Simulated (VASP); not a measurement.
# AlRu in VASP: further runs, part 2 of 2

VASP 6.6.1. The steps go on from the part before.

### 5 Single point, PBE (biaxial strain in the a-b plane: -4.5 %)

Input file INCAR:

```
  PREC = Accurate
  ENCUT = 520
  EDIFF = 1E-6
  ISMEAR = 0
  SIGMA = 0.1
  LREAL = F
  LASPH = T
  NELM = 80
  ALGO = Fast
  ISIF = 2
  LWAVE = F
  LCHARG = F
  GGA = PE
  NBANDS = 16
```

Input file KPOINTS:

```
regular mesh
0
Gamma
  18 18 18
```

Input file POSCAR:

```
AlRu
1.0
    2.8689888970      0.0000000000      0.0000000000
    0.0000000000      2.8689888970      0.0000000000
    0.0000000000      0.0000000000      3.0852896306
Al Ru
1 1
Direct
    0.0000000000      0.0000000000      0.0000000000
    0.5000000000      0.5000000000      0.5000000000
```

Potentials or basis: VASP PAW PBE potentials, release 64 (Al, Ru_pv).

Launch:

```bash
> cat potpaw_PBE.64/Al/POTCAR potpaw_PBE.64/Ru_pv/POTCAR > POTCAR
> mpirun -np 1 vasp_std > vasp.out
```

OUTCAR:

```text
PREC = Accurate
   ENCUT = 520
   EDIFF = 1E-6
   ISMEAR = 0
   LREAL = F
   LASPH = T
   NELM = 80
   ISIF = 2
   GGA = PE

 ion  position               nearest neighbor table
   1  0.000  0.000  0.000-   2 2.55   2 2.55   2 2.55   2 2.55   2 2.55   2 2.55   2 2.55   2 2.55

   2  0.500  0.500  0.500-   1 2.55   1 2.55   1 2.55   1 2.55   1 2.55   1 2.55   1 2.55   1 2.55

  LATTYP: Found a simple tetragonal cell.
 ALAT       =     2.8689888970
 C/A-ratio  =     1.0753926702

  Lattice vectors:

 A1 = (   2.8689888970,   0.0000000000,   0.0000000000)
 A2 = (   0.0000000000,   2.8689888970,   0.0000000000)
 A3 = (   0.0000000000,   0.0000000000,   3.0852896306)

Analysis of symmetry for initial positions (statically):
=====================================================================
 Subroutine PRICEL returns:
 Original cell was already a primitive cell.

 Routine SETGRP: Setting up the symmetry group for a
 simple tetragonal supercell.

 Subroutine GETGRP returns: Found 16 space group operations
 (whereof 16 operations were pure point group operations)
[... 159 lines left out ...]
  ---------------------------------------------------
  ext. energy  EPLUGINS =         0.00000000
  ---------------------------------------------------
  free energy    TOTEN  =       -14.13191650 eV

  energy without entropy =      -14.12463608  energy(sigma->0) =      -14.12827629

 E-fermi :  11.5116     XC(G=0): -12.8392

 val. band max:       11.5105719702   @ k =   0.5000   0.0000   0.1667
 cond. band min:      11.5150110069   @ k =   0.3333   0.0556   0.1111
 fundamental gap:      0.0044390367
 Fermi energy:        11.5116383925

 k-point     1 :       0.0000    0.0000    0.0000
  band No.  band energies     occupation
      1     -30.3596      2.00000
      2     -30.2556      2.00000
      3     -30.2556      2.00000
      4       1.4876      2.00000
      5       7.5738      2.00000
      6       7.6374      2.00000
[... 433 lines left out ...]
      3     -30.2716      2.00000
      4       3.8247      2.00000
      5       7.7019      2.00000
      6       8.4312      2.00000
[... 8 lines left out ...]
     15      26.0973      0.00000
     16      26.1978      0.00000

 [... further k-points ...]
[... 5 lines left out ...]
  --------------------------------------------------------------------------------------
  -------------------------------------------------------------------------------------
  Total        3.2835659      3.2835659      1.0504861      0.0000000      0.0000000      0.0000000
  in kB      207.1584458    207.1584458     66.2746152      0.0000000      0.0000000      0.0000000
  external PRESSURE =     160.1971689 kB  Pullay stress =       0.0000000 kB

 VOLUME and BASIS-vectors are now :
 -----------------------------------------------------------------------------
  energy-cutoff  :      520.00
  volume of cell :       25.40
      direct lattice vectors                 reciprocal lattice vectors
     2.868988897  0.000000000  0.000000000     0.348554852  0.000000000  0.000000000
     0.000000000  2.868988897  0.000000000     0.000000000  0.348554852  0.000000000
     0.000000000  0.000000000  3.085289631     0.000000000  0.000000000  0.324118679

 POSITION                                       TOTAL-FORCE (eV/Angst)
 -----------------------------------------------------------------------------------
      0.00000      0.00000      0.00000         0.000000      0.000000      0.000000
      1.43449      1.43449      1.54264         0.000000      0.000000      0.000000
 -----------------------------------------------------------------------------------
    total drift:                                0.000000     -0.000000     -0.000000

  FREE ENERGIE OF THE ION-ELECTRON SYSTEM (eV)
  ---------------------------------------------------
  free  energy   TOTEN  =       -14.1319164959 eV

  energy  without entropy=      -14.1246360812  energy(sigma->0) =      -14.12827629
```

OSZICAR:

```text
N       E                     dE             d eps       ncg     rms          rms(c)
DAV:   1     0.117307919153E+03    0.11731E+03   -0.91486E+03 18000   0.995E+02
DAV:   2    -0.129058354928E+02   -0.13021E+03   -0.12417E+03 20816   0.296E+02
DAV:   3    -0.148008309854E+02   -0.18950E+01   -0.18894E+01 23016   0.372E+01
DAV:   4    -0.148140667731E+02   -0.13236E-01   -0.13219E-01 21528   0.329E+00
DAV:   5    -0.148142504428E+02   -0.18367E-03   -0.18360E-03 21144   0.378E-01    0.138E+01
RMM:   6    -0.142038435003E+02    0.61041E+00   -0.19101E+00 18002   0.109E+01    0.264E+00
RMM:   7    -0.141461844351E+02    0.57659E-01   -0.10864E-01 18442   0.271E+00    0.229E+00
RMM:   8    -0.141320925257E+02    0.14092E-01   -0.14365E-02 19661   0.916E-01    0.190E-01
RMM:   9    -0.141319183407E+02    0.17418E-03   -0.10708E-03 20254   0.283E-01    0.124E-01
RMM:  10    -0.141319151573E+02    0.31834E-05   -0.15648E-04 20989   0.118E-01    0.367E-02
RMM:  11    -0.141319171687E+02   -0.20113E-05   -0.44622E-05 20881   0.611E-02    0.208E-02
RMM:  12    -0.141319161431E+02    0.10256E-05   -0.11218E-05 21330   0.297E-02    0.181E-02
RMM:  13    -0.141319164959E+02   -0.35278E-06   -0.27810E-06 17057   0.147E-02
   1 F= -.14131916E+02 E0= -.14128276E+02  d E =-.728041E-02
```

Run time: 96 s. Hardware: 1 thread of Intel Xeon 6975P-C, shared host; peak memory 0.32 GiB.

What came out:

```yaml
Free_energy: -14.1319 eV
Pressure: 16.0 GPa
```

Levels at points of the mesh, in eV from the Fermi level:
| k point | band 7 | band 8 | band 9 | band 10 | band 11 | band 12 |
| --- | --- | --- | --- | --- | --- | --- |
| (0.00, 0.00, 0.00) | 0.04 | 0.04 | 0.51 | 4.85 | 7.09 | 7.09 |
| (0.50, 0.00, 0.00) | -2.35 | -1.46 | 0.38 | 2.92 | 7.29 | 10.06 |
| (0.50, 0.50, 0.00) | -1.75 | -1.15 | -1.15 | 2.00 | 6.32 | 7.05 |
| (0.00, 0.00, 0.50) | -1.42 | -1.42 | 0.69 | 1.58 | 7.48 | 11.95 |
| (0.50, 0.00, 0.50) | -1.29 | -1.16 | -0.93 | 1.38 | 5.45 | 6.54 |
| (0.50, 0.50, 0.50) | 1.45 | 2.06 | 2.90 | 3.91 | 4.44 | 4.44 |

Caveat: the cell differs from its parent crystal (biaxial strain in the a-b plane: -4.5 %).

### 6 Overview

| task | cell | k mesh | cutoff (eV) | gap on the mesh (eV) | pressure (GPa) |
| --- | --- | --- | --- | --- | --- |
| single point | a = 3.004 Å, 2 atoms | 14 × 14 × 14 | 520 | none | -0.1 |
| relaxation of cell and atoms | relaxed from a = 2.982 Å, 2 atoms | 14 × 14 × 14 | 600 | none | 0.0 |
| single point | a = 3.004 Å, 2 atoms | 18 × 18 × 18 | 520 | none | -0.2 |
| single point | a = 2.869, b = 2.869, c = 3.085 Å, 2 atoms | 18 × 18 × 18 | 520 | none | 16.0 |

Alike in all rows: level PBE; potentials or basis VASP PAW PBE potentials, release 64 (Al, Ru_pv); no spin polarisation; smearing gaussian 0.1 eV.

Absolute energies hang on the potentials; compare differences alone.
